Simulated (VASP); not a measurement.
# Zn (Fm-3m) in VASP: notebook

Zn is run at these levels: LDA; tasks: single point.

Program: VASP 6.6.1. These are calculated values, not measurements. Logs are shortened: lines on timing, memory, paths and dates and some standing lists are left out, and cuts for length are marked.

## (1) The cell of the first run

The structure is cubic, space group Fm-3m (No. 225). The conventional cell has a = 3.903 Å, b = 3.903 Å, c = 3.903 Å, α = 90.00°, β = 90.00°, γ = 90.00°. Within 3.6 Å of Zn (site symmetry m-3m) lie 12 Zn at 2.76 Å.

## (2) Single point, LDA

INCAR reads:

```
SYSTEM = Zn
ALGO     = Normal         ! electronic algorithm
EDIFF    = 1E-6           ! SCF threshold, eV
ENCUT    = 500            ! plane-wave cutoff, eV
GGA      = CA             ! functional
GGA_COMPAT= .False.      
ISIF     = 2              ! what is computed and relaxed
ISMEAR   = -1             ! smearing method
LASPH    = .True.         ! aspherical terms in the spheres
LCHARG   = .False.        ! write CHGCAR
LREAL    = .False.        ! projectors in reciprocal space
LWAVE    = .False.        ! write WAVECAR
NBANDS   = 12             ! bands
NELM     = 120            ! most SCF steps
PREC     = Accurate       ! precision mode
SIGMA    = 0.15           ! smearing width, eV
```

KPOINTS reads:

```
k-points
0
Gamma
  10 10 10
  0 0 0
```

POSCAR reads:

```
Zn
1.0
    0.0000000000      1.9515931597      1.9515931597
    1.9515931597      0.0000000000      1.9515931597
    1.9515931597      1.9515931597      0.0000000000
Zn
1
Direct
    0.0000000000      0.0000000000      0.0000000000
```

Potentials or basis: VASP PAW LDA potentials, release 64 (Zn).

Started as:

```bash
$ cat potpaw_LDA.64/Zn/POTCAR > POTCAR
$ mpirun -np 1 vasp_std > vasp.out
```

OUTCAR:

```text
SYSTEM = Zn
   EDIFF = 1E-6
   ENCUT = 500
   GGA = CA
   ISIF = 2
   ISMEAR = -1
   LASPH = .True.
   LREAL = .False.
   NELM = 120
   PREC = Accurate

 ion  position               nearest neighbor table
   1  0.000  0.000  0.000-

  LATTYP: Found a face centered cubic cell.
 ALAT       =     3.9031863194

  Lattice vectors:

 A1 = (   0.0000000000,   1.9515931597,   1.9515931597)
 A2 = (   1.9515931597,   0.0000000000,   1.9515931597)
 A3 = (   1.9515931597,   1.9515931597,   0.0000000000)

Analysis of symmetry for initial positions (statically):
=====================================================================
 Subroutine PRICEL returns:
 Original cell was already a primitive cell.

 Routine SETGRP: Setting up the symmetry group for a
 face centered cubic supercell.

 Subroutine GETGRP returns: Found 48 space group operations
 (whereof 48 operations were pure point group operations)
 out of a pool of 48 trial point group operations.

The static configuration has the point symmetry O_h .

Analysis of symmetry for dynamics (positions and initial velocities):
=====================================================================
 Subroutine PRICEL returns:
 Original cell was already a primitive cell.

 Routine SETGRP: Setting up the symmetry group for a
 face centered cubic supercell.

 Subroutine GETGRP returns: Found 48 space group operations
 (whereof 48 operations were pure point group operations)
 out of a pool of 48 trial point group operations.

The dynamic configuration has the point symmetry O_h .

 Subroutine INISYM returns: Found 48 space group operations
 (whereof 48 operations are pure point group operations),
 and found     1 'primitive' translations

----------------------------------------------------------------------------------------

                                     Primitive cell

  volume of cell :      14.8661

  direct lattice vectors                    reciprocal lattice vectors
     0.000000000  1.951593160  1.951593160    -0.256200939  0.256200939  0.256200939
     1.951593160  0.000000000  1.951593160     0.256200939 -0.256200939  0.256200939
     1.951593160  1.951593160  0.000000000     0.256200939  0.256200939 -0.256200939

  length of vectors
     2.759969515  2.759969515  2.759969515     0.443753043  0.443753043  0.443753043

  position of ions in fractional coordinates (direct lattice)
     0.000000000  0.000000000  0.000000000

  ion indices of the primitive-cell ions
   primitive index   ion index
                 1           1
[... 73 lines left out ...]
   LREAL  =      F    real-space projection
   EDIFFG = 0.1E-04   stopping-criterion for IOM
   NSW    =      0    number of steps for IOM
   IBRION =     -1    ionic relax: 0-MD 1-quasi-New 2-CG
   NFREE  =      0    steps in history (QN), initial steepest desc. (CG)
   ISIF   =      2    stress and relaxation
   ISYM   =      2    0-nonsym 1-usesym 2-fastsym
   POTIM  = 0.5000    time-step for ionic-motion
   TEBEG  =    0.0;   TEEND  =   0.0 temperature during run
   PSTRESS=    0.0 pullay stress
   NELECT =      12.0000    total number of electrons
   NUPDOWN=      -1.0000    fix difference up-down
   EMIN   =  10.00;   EMAX   =-10.00  energy-range for DOS
   EFERMI =   0.00;   METHOD = LEGACY
   ISMEAR =    -1;   SIGMA  =   0.15  broadening in eV -4-tet -1-fermi 0-gaus
   EFERMI_NEDOS =   21; number of points for ismear=-14 and -15
   IALGO  =     38    algorithm
   IMIX   =      4    mixing-type and parameters
     AMIX     =   0.40;   BMIX     =  1.00
     AMIX_MAG =   1.60;   BMIX_MAG =  1.00
  volume/ion in A,a.u.               =      14.87       100.32
  Fermi-wavevector in a.u.,A,eV,Ry     =   1.524296  2.880502 31.612839  2.323478
  Thomas-Fermi vector in A             =   2.632622
   LORBIT       =      0    0 simple, 1 ext, 2 COOP (PROOUT), +10 PAW based schemes
   GGA     = CA    functional components
   LHFCALC =     F    Hartree Fock is set to
   AEXX    =    0.0000 exact exchange contribution
   IVDW    =     0    specifies the selected vdW correction
   LEPSILON=     F    determine dielectric tensor
   LRPA    =     F    only Hartree local field effects (RPA)
 non-spin polarized calculation
  energy-cutoff  :      500.00
  volume of cell :       14.87
 maximum number of plane-waves:       388
   NGX =  9   NGY =  9   NGZ =  9

 number of electron      11.9999987 magnetization

 Free energy of the ion-electron system (eV)
  ---------------------------------------------------
  ext. energy  EPLUGINS =         0.00000000
  ---------------------------------------------------
  free energy    TOTEN  =        -1.83256557 eV

  energy without entropy =       -1.80799501  energy(sigma->0) =       -1.82028029

 E-fermi :   3.1143     XC(G=0): -12.0189

 val. band max:        3.0490418133   @ k =  -0.4000   0.2000   0.0000
 cond. band min:       3.1307431590   @ k =  -0.4000   0.4000   0.0000
 fundamental gap:      0.0817013457
 Fermi energy:         3.1143339964

 k-point     1 :       0.0000    0.0000    0.0000
  band No.  band energies     occupation
      1      -7.5219      2.00000
      2      -4.7545      2.00000
      3      -4.7545      2.00000
      4      -4.7545      2.00000
      5      -4.3574      2.00000
      6      -4.3574      2.00000
      7      21.3915      0.00000
      8      21.3915      0.00000
      9      21.3915      0.00000
     10      22.1877      0.00000
     11      24.3167      0.00000
     12      24.3167      0.00000
[... 331 lines left out ...]
 k-point    24 :       0.4000    0.3000    0.0000
  band No.  band energies     occupation
      1      -5.2912      2.00000
      2      -5.2089      2.00000
      3      -4.2886      2.00000
      4      -4.2630      2.00000
      5      -4.0783      2.00000
      6      -1.7848      2.00000
      7      10.1674      0.00000
      8      10.8220      0.00000
      9      12.8457      0.00000
     10      16.5372      0.00000
     11      19.1697      0.00000
     12      33.7748      0.00000

 [... further k-points ...]
[... 5 lines left out ...]
  --------------------------------------------------------------------------------------
  -------------------------------------------------------------------------------------
  Total       -0.6378472     -0.6378472     -0.6378472      0.0000000      0.0000000     -0.0000000
  in kB      -68.7431434    -68.7431434    -68.7431434      0.0000000      0.0000000     -0.0000000
  external PRESSURE =     -68.7431434 kB  Pullay stress =       0.0000000 kB

 VOLUME and BASIS-vectors are now :
 -----------------------------------------------------------------------------
  energy-cutoff  :      500.00
  volume of cell :       14.87
      direct lattice vectors                 reciprocal lattice vectors
     0.000000000  1.951593160  1.951593160    -0.256200939  0.256200939  0.256200939
     1.951593160  0.000000000  1.951593160     0.256200939 -0.256200939  0.256200939
     1.951593160  1.951593160  0.000000000     0.256200939  0.256200939 -0.256200939

 POSITION                                       TOTAL-FORCE (eV/Angst)
 -----------------------------------------------------------------------------------
      0.00000      0.00000      0.00000         0.000000      0.000000      0.000000
 -----------------------------------------------------------------------------------
    total drift:                                0.000000      0.000000      0.000000

  FREE ENERGIE OF THE ION-ELECTRON SYSTEM (eV)
  ---------------------------------------------------
  free  energy   TOTEN  =        -1.8325655703 eV

  energy  without entropy=       -1.8079950146  energy(sigma->0) =       -1.82028029
```

Wall time 12 s (1 thread of Intel Xeon 8259CL, shared host); peak memory 0.12 GiB.

Results:

```yaml
Free_energy: -1.8326 eV
Pressure: -6.9 GPa
Band_gap_on_the_k_mesh: zero (band 6 reaches 4.17 eV, above the bottom of band 7 at 1.59 eV)
```

## (3) Single point, LDA

This run uses another cell than the first one, of 16.23 Å³/atom, 1.092 times its volume.

INCAR reads:

```
SYSTEM = Zn
PREC = Accurate ; ENCUT = 500
EDIFF = 1E-6 ; ISMEAR = -1
SIGMA = 0.15 ; LREAL = .FALSE.
LASPH = .TRUE. ; NELM = 120
ALGO = Normal ; ISIF = 2
LWAVE = .FALSE. ; LCHARG = .FALSE.
GGA = CA ; NBANDS = 12
GGA_COMPAT = .FALSE.
```

KPOINTS reads:

```
Automatic mesh
0
G
  10 10 10
  0 0 0
```

POSCAR reads:

```
Zn
1.0
    0.0000000000      2.0095949063      2.0095949063
    2.0095949063      0.0000000000      2.0095949063
    2.0095949063      2.0095949063      0.0000000000
Zn
1
Direct
    0.0000000000      0.0000000000      0.0000000000
```

Potentials or basis: VASP PAW LDA potentials, release 64 (Zn).

Started as:

```bash
$ cat potpaw_LDA.64/Zn/POTCAR > POTCAR
$ mpirun -np 1 vasp_std > vasp.out
```

It took 9.5 s on 1 thread of Intel Xeon 8259CL, shared host; peak memory 0.13 GiB.

The run converged. Its results:

* Free energy: -1.7546 eV
* Pressure: -10.9 GPa
* Band gap on the k mesh: zero (band 6 reaches 3.58 eV, above the bottom of band 7 at 0.83 eV)

Levels at points of the mesh, in eV from the Fermi level:
```csv
k point,band 2,band 3,band 4,band 5,band 6,band 7,band 8,band 9,band 10,band 11
"(0.00, 0.00, 0.00)",-7.62,-7.62,-7.62,-7.29,-7.29,17.09,17.09,17.09,18.45,20.15
"(0.50, 0.00, 0.00)",-7.62,-7.62,-7.03,-7.03,-2.68,-1.63,14.23,14.23,17.04,18.20
"(0.50, 0.50, 0.00)",-8.15,-7.04,-6.97,-6.97,-0.91,1.33,7.93,7.93,11.66,12.47
```
